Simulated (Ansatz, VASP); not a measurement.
# One calculation of TlAgF5, two programs

File INCAR:

```
SYSTEM = TlAgF5
PREC = Accurate
ENCUT = 520
EDIFF = 1E-6
ISMEAR = 0
SIGMA = 0.1
LREAL = .FALSE.
LASPH = .TRUE.
NELM = 100
ALGO = Normal
ISIF = 2
LWAVE = .FALSE.
LCHARG = .FALSE.
GGA = PE
NBANDS = 38
```

The input KPOINTS:

```
Automatic mesh
0
G
  4 4 4
  0 0 0
```

The input POSCAR:

```
TlAgF5
1.0
    3.9213905900      0.0000000000      0.0000000000
    0.0000000000      3.9213905900      0.0000000000
    0.0000000000      0.0000000000      6.9215876200
Tl Ag F
1 1 5
Direct
    0.0000000000      0.0000000000      0.5000000000
    0.5000000000      0.5000000000      0.0000000000
    0.0000000000      0.0000000000      0.0000000000
    0.5000000000      0.0000000000      0.6995300100
    0.0000000000      0.5000000000      0.6995300100
    0.5000000000      0.0000000000      0.3004699900
    0.0000000000      0.5000000000      0.3004699900
```

Input for Ansatz:

```yaml
crystal:
  lattice:
    - [3.92139059, 0.0, 0.0]
    - [0.0, 3.92139059, 0.0]
    - [0.0, 0.0, 6.92158762]
  atoms:
    - { symbol: Tl, position: [0.0, 0.0, 0.5] }
    - { symbol: Ag, position: [0.5, 0.5, 0.0] }
    - { symbol: F, position: [0.0, 0.0, 0.0] }
    - { symbol: F, position: [0.5, 0.0, 0.69953001] }
    - { symbol: F, position: [0.0, 0.5, 0.69953001] }
    - { symbol: F, position: [0.5, 0.0, 0.30046999] }
    - { symbol: F, position: [0.0, 0.5, 0.30046999] }
basis:
  ecutwfc: 420
kpoints:
  mp_grid: { grid: [4, 4, 4] }
hamiltonian:
  xc: pbe
scf:
  occupations: { method: gaussian, width: 0.1 }
  lower_state_search: "off"
output:
  forces: true
  stress: true
  eigenvalues: true
```

Change from the starting cell: species swapped into the AgPPd5 type (P4/mmm, No. 123).

Alike in both runs: task single point; functional PBE; k mesh 4 × 4 × 4; occupations gaussian, width 0.1 eV; no spin polarisation.

|  | VASP | Ansatz |
| --- | --- | --- |
| version | VASP 6.6.1 | Ansatz 0.2.0 |
| potentials or method | VASP PAW PBE potentials, release 64 (Tl_d, Ag, F), cutoff 520 eV | scalar-relativistic, plane waves, PAW |
| valence electrons in the cell | 59 | 67 |

```csv
,VASP,Ansatz,Ansatz less VASP
gap on the k mesh at the Fermi level (eV),none,none,-
pressure (GPa),-9.0,-8.9,+0.19
"traceless stress, the component that is largest in VASP (GPa)",-0.45,-0.41,+0.032
rms of the force components (eV/Å),0.214,0.220,+0.0055
```

Atom by atom the forces differ by 0.006 eV/Å (rms over components). A gap of «none» marks a metal or a gap that the smearing closes. VASP's potentials hold 59 valence electrons a cell and Ansatz's 67, so a difference there can come from the potentials and not from the codes.

The k mesh is coarse, so the values compare programs but aren't converged. Neither program's run includes spin-orbit coupling.
